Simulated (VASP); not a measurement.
## Si: single point with PBE

Si:

```
Si
1.0
     0.00000    2.78875    2.78875
     2.78875    0.00000    2.78875
     2.78875    2.78875    0.00000
Si
2
Direct
  0.00000 0.00000 0.00000
  0.25000 0.25000 0.25000
```

```json
{
 "Program": "VASP 6.6.1",
 "Task": "single point",
 "Functional": "PBE",
 "Potentials or basis": "VASP PAW PBE potentials, release 64 (Si)",
 "Cutoff": "500 eV",
 "k mesh": "34 × 34 × 34",
 "Occupations": "fermi-dirac, width 0.0612256 eV",
 "Spin": "no spin polarisation",
 "Dipole correction": "no",
 "Further INCAR settings": "ALGO = Normal; EDIFF = 1e-06; NBANDS = 11"
}
```

```json
{
  "Pressure": "-4.6 GPa",
  "Band gap on the k mesh": "0.71 eV (least direct gap 2.39 eV)"
}
```

Levels at points of the mesh, in eV from the valence-band top:
```csv
k point,band 2,band 3,band 4,band 5,band 6,band 7
"(0.00, 0.00, 0.00)",0.00,0.00,0.00,2.48,2.53,2.53
"(0.50, 0.00, 0.00)",-6.61,-1.13,-1.13,1.26,3.37,3.37
"(0.50, 0.50, 0.00)",-7.57,-2.64,-2.64,0.86,0.86,9.44
```

It took 8.6 min on 1 thread of Intel Xeon 8259CL (shared host), peak memory 0.47 GiB.

Caveat: the cell stands under tension. A k mesh can miss the band edges.
